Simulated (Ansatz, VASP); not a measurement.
Two plane-wave programs on Si

INCAR

```
  PREC = Accurate
  ENCUT = 500
  EDIFF = 1E-6
  ISMEAR = -1
  SIGMA = 0.1
  LREAL = F
  LASPH = T
  NELM = 120
  ALGO = Normal
  ISIF = 2
  LWAVE = F
  LCHARG = F
  NBANDS = 11
  GGA_COMPAT = F
```

File KPOINTS:

```
Automatic mesh
0
Gamma
  10 10 10
```

Contents of POSCAR:

```
Si
1.0
    0.0000000000      2.7016643793      2.7016643793
    2.7016643793      0.0000000000      2.7016643793
    2.7016643793      2.7016643793      0.0000000000
Si
2
Direct
    0.5000000000      0.5000000000      0.5000000000
    0.7500000000      0.7500000000      0.7500000000
```

Input for Ansatz:

```yaml
crystal:
  lattice:
    - [0.0, 2.7016643793, 2.7016643793]
    - [2.7016643793, 0.0, 2.7016643793]
    - [2.7016643793, 2.7016643793, 0.0]
  atoms:
    - { symbol: Si, position: [0.5, 0.5, 0.5] }
    - { symbol: Si, position: [0.75, 0.75, 0.75] }
hamiltonian:
  xc: lda
  pseudopotentials:
    kind: paw
    azcp:
      Si: "pseudopotentials/Si.paw.azcp"
basis:
  ecutwfc: 420
  fft_grid_basis: typed
kpoints:
  mp_grid: { grid: [10, 10, 10], shift: [0, 0, 0] }
magnetization:
  spin_polarized: false
scf:
  occupations: { method: fermi_dirac, width: 0.1 }
  lower_state_search: "off"
output:
  stress: true
```

Alike in both runs: task single point; functional LDA; k mesh 10 × 10 × 10; occupations fermi-dirac, width 0.1 eV; no spin polarisation.

|  | VASP | Ansatz |
| --- | --- | --- |
| version | VASP 6.6.1 | Ansatz 0.2.0 |
| potentials or method | VASP PAW LDA potentials, release 64 (Si), cutoff 500 eV | plane waves (420 eV) with PAW, scalar-relativistic |
| valence electrons in the cell | 8 | 8 |

```csv
,VASP,Ansatz,Ansatz less VASP
pressure (GPa),0.0,-0.1,-0.04
```

Ansatz warns that its potentials were made for another functional, while VASP's fit it. LDA's correlation is that of Perdew and Zunger in VASP and of Perdew and Wang (1992) in Ansatz.
